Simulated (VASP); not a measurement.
Runs of VASP 6.6.1 on BN. The structure is that of space group P6_3/mmc (No. 194), or close to it. The cells are those of the table. 

| task | cell | gap on the mesh (eV) | pressure (GPa) |
| --- | --- | --- | --- |
| relaxation of shape and atoms at fixed volume | relaxed from a = 2.453, b = 2.453, c = 6.000 Å, angles 90.0, 90.0, 120.0°, 4 atoms | 4.78 | 7.4 |
| relaxation of shape and atoms at fixed volume | relaxed from a = 2.460, b = 2.460, c = 6.241 Å, angles 90.0, 90.0, 120.0°, 4 atoms | 4.75 | 3.9 |
| single point | a = 2.476, b = 2.476, c = 5.621 Å, angles 90.0, 90.0, 120.0°, 4 atoms | (a) | 12.9 |
| single point | a = 2.495, b = 2.495, c = 6.331 Å, angles 90.0, 90.0, 120.0°, 4 atoms | 4.77 | 2.1 |
| relaxation of shape and atoms at fixed volume | relaxed from a = 2.464, b = 2.464, c = 6.487 Å, angles 90.0, 90.0, 120.0°, 4 atoms | 4.76 | 1.5 |
| single point | a = 2.490, b = 2.490, c = 6.090 Å, angles 90.0, 90.0, 120.0°, 4 atoms | 4.75 | (c) |
| relaxation of shape and atoms at fixed volume | relaxed from a = 2.446, b = 2.446, c = 5.763 Å, angles 90.0, 90.0, 120.0°, 4 atoms | 4.73 | 12.3 |
| single point | a = 2.484, b = 2.484, c = 5.853 Å, angles 90.0, 90.0, 120.0°, 4 atoms | 4.78 | (b) |

Alike in all rows: level r2SCAN+D3(BJ); potentials or basis VASP PAW PBE potentials, release 64 (B, N); no spin polarisation; k mesh 10 × 10 × 4; cutoff (eV) 660; smearing gaussian 0.05 eV.

Question: Estimate the missing entries.

Answer: (a) 4.74; (b) 8.0; (c) 4.5.

Caveats: the PAW data sets were made with another functional, which shifts forces and pressure a little; the cell stands under pressure (at least some runs).

A k mesh can miss the band edges.
